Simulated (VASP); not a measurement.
Write the native input for VASP 6.6.1 that does the following.

- Task: single point
- Functional: PBE
- Potentials or basis: VASP PAW PBE potentials, release 64 (Fe, Si)
- Cutoff: 520 eV
- k mesh: 8 × 8 × 8
- Occupations: gaussian, width 0.01 eV
- Spin: no spin polarisation
- Dipole correction: no
- Further INCAR settings: ALGO = Normal; EDIFF = 1e-06; NBANDS = 34

The structure of FeSi lies in POSCAR:

```
FeSi
1.0
    4.3569590619      0.0000000000      0.0000000000
    0.0000000000      4.3569590619      0.0000000000
    0.0000000000      0.0000000000      4.3569590619
Fe Si
4 4
Direct
    0.1385397565      0.1385397565      0.1385397565
    0.3614602435      0.8614602435      0.6385397565
    0.6385397565      0.3614602435      0.8614602435
    0.8614602435      0.6385397565      0.3614602435
    0.8418717774      0.8418717774      0.8418717774
    0.6581282226      0.1581282226      0.3418717774
    0.3418717774      0.6581282226      0.1581282226
    0.1581282226      0.3418717774      0.6581282226
```

These files were run (other wordings do the same):

INCAR

```
PREC     = Accurate       # precision mode
ENCUT    = 520            # plane-wave cutoff, eV
EDIFF    = 1E-6           # SCF threshold, eV
ISMEAR   = 0              # smearing method
SIGMA    = 0.01           # smearing width, eV
LREAL    = F              # projectors in reciprocal space
LASPH    = T              # aspherical terms in the spheres
NELM     = 60             # most SCF steps
ALGO     = Normal         # electronic algorithm
ISIF     = 2              # what is computed and relaxed
LWAVE    = F              # write WAVECAR
LCHARG   = F              # write CHGCAR
GGA      = PE             # functional
NBANDS   = 34             # bands
```

KPOINTS

```
regular mesh
0
Gamma
  8 8 8
```

Potentials or basis: VASP PAW PBE potentials, release 64 (Fe, Si).

Command:

```console
$ cat potpaw_PBE.64/Fe/POTCAR potpaw_PBE.64/Si/POTCAR > POTCAR
$ mpirun -np 1 vasp_std > vasp.out
```

Results of the run:

```yaml
Pressure: 15.9 GPa
Largest_force: 0.038 eV/Å
Band_gap_on_the_k_mesh: 0.16 eV (least direct gap 0.17 eV)
```

Caveat: the cell stands under pressure.

It took 110 s on 1 thread of Intel Xeon 8259CL, with other jobs on the host, peak memory 0.24 GiB.
